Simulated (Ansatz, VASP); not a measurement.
# Na in VASP and in Ansatz

```xyz
1
Lattice="-2.0743 2.0743 2.0743 2.0743 -2.0743 2.0743 2.0743 2.0743 -2.0743" Properties=species:S:1:pos:R:3 pbc="T T T"
Na    0.0000    0.0000    0.0000
```

Change from the starting cell: volume scaled by 0.94.

Alike in both runs: task single point; functional PBE; k mesh 12 × 12 × 12; occupations fermi-dirac, width 0.05 eV; no spin polarisation.

```csv
,VASP,Ansatz
version,VASP 6.6.1,Ansatz 0.2.0
potentials or method,"VASP PAW PBE potentials, release 64 (Na_pv), cutoff 520 eV","all-electron LAPW, scalar-relativistic"
```

```tsv
	VASP	Ansatz	Ansatz less VASP
pressure (GPa)	0.3	0.3	+0.01
```

Ansatz ran all-electron here, and VASP with PAW potentials.
